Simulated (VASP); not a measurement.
Input of a VASP 6.6.1 run:

The input INCAR:

```
PREC = Accurate
ENCUT = 520
EDIFF = 1E-7
ISMEAR = 0
SIGMA = 0.01
LREAL = F
LASPH = T
NELM = 100
ALGO = Normal
ISIF = 2
LWAVE = F
LCHARG = F
GGA = PS
NBANDS = 16
```

The input KPOINTS:

```
Automatic mesh
0
Gamma
  12 12 4
```

POSCAR

```
BN
1.0
    2.5360000000      0.0000000000      0.0000000000
   -1.2680000000      2.1962404200      0.0000000000
    0.0000000000      0.0000000000      4.1990000000
B N
2 2
Direct
    0.6666666700      0.3333333300      0.0000000000
    0.3333333300      0.6666666700      0.5000000000
    0.6666666700      0.3333333300      0.3750000000
    0.3333333300      0.6666666700      0.8750000000
```

Potentials or basis: VASP PAW PBE potentials, release 64 (B, N).

The run is started by

```bash
$ cat potpaw_PBE.64/B/POTCAR potpaw_PBE.64/N/POTCAR > POTCAR
$ mpirun -np 1 vasp_std > vasp.out
```

Estimate the pressure.

2.6 GPa.

Estimate the largest force.

0.062 eV/Å.

Estimate the band gap on the k mesh.

4.97 eV, indirect (least direct gap 8.27 eV).

Stress tensor (GPa, compression positive):
```
2.95 0.00 0.00
0.00 2.95 0.00
0.00 0.00 1.86
```

Caveat: the PAW data sets were made with another functional, which shifts forces and pressure a little. A k mesh can miss the band edges.
